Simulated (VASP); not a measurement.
A run of VASP 6.6.1 is set up as follows.

The input INCAR:

```
SYSTEM = Nb
ALGO = Normal
EDIFF = 1E-7
EDIFFG = -0.02
ENCUT = 500
GGA_COMPAT = .False.
IBRION = 2
ISIF = 8
ISMEAR = -1
LASPH = .True.
LCHARG = .False.
LREAL = .False.
LWAVE = .False.
NELM = 120
NELMIN = 4
NSW = 80
PREC = Accurate
SIGMA = 0.05
```

The input KPOINTS:

```
k-points
0
Gamma
  9 9 9
  0 0 0
```

File POSCAR:

```
Nb
1.0
    0.0000000000      2.0950000000      2.0950000000
    2.0950000000      0.0000000000      2.0950000000
    2.0950000000      2.0950000000      0.0000000000
Nb
1
Direct
    0.0000000000      0.0000000000      0.0000000000
```

Potentials or basis: VASP PAW LDA potentials, release 64 (Nb_sv).

Command:

```console
$ cat potpaw_LDA.64/Nb_sv/POTCAR > POTCAR
$ mpirun -np 1 vasp_std > vasp.out
```

(1) What does it give for the space group after relaxing (to 0.1 Å)?

(2) What does it give for the relaxed volume?

(3) Estimate the band gap on the k mesh.

(4) Estimate the relaxed cell.

## Answers

(1) Fm-3m (No. 225).

(2) 17.84 Å³/atom.

(3) zero (an odd number of electrons rules out a gap without spin polarisation).

(4) a = 2.933 Å, b = 2.933 Å, c = 2.933 Å, α = 60.00°, β = 60.00°, γ = 60.00°.
